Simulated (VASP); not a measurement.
A run of VASP 6.6.1 is set up as follows.

The input INCAR:

```
SYSTEM = Ni3Ge
PREC = Accurate
ENCUT = 520
EDIFF = 1E-6
ISMEAR = -1
SIGMA = 0.05
LREAL = .FALSE.
LASPH = .TRUE.
NELM = 150
ALGO = Normal
ISIF = 2
LWAVE = .FALSE.
LCHARG = .FALSE.
ISPIN = 2
MAGMOM = 0.15 0.15 0.15 0
LORBIT = 11
NUPDOWN = 0.45
LMAXMIX = 4
GGA = CA
NBANDS = 34
```

The input KPOINTS:

```
Automatic mesh
0
G
  8 8 8
  0 0 0
```

The input POSCAR:

```
Ni3Ge
1.0
    3.5303341067      0.0000000000      0.0000000000
    0.0000000000      3.5303341067      0.0000000000
    0.0000000000      0.0000000000      3.5303341067
Ni Ge
3 1
Direct
    0.5000000000      0.0000000000      0.5000000000
    0.0000000000      0.5000000000      0.5000000000
    0.5000000000      0.5000000000      0.0000000000
    0.0000000000      0.0000000000      0.0000000000
```

Potentials or basis: VASP PAW LDA potentials, release 64 (Ni, Ge_d).

Command:

```sh
$ cat potpaw_LDA.64/Ni/POTCAR potpaw_LDA.64/Ge_d/POTCAR > POTCAR
$ mpirun -np 1 vasp_std > vasp.out
```

Q: Estimate the pressure.

A: -7.0 GPa.

Caveat: the cell stands under tension; the total moment is fixed, so each spin has its own Fermi level.
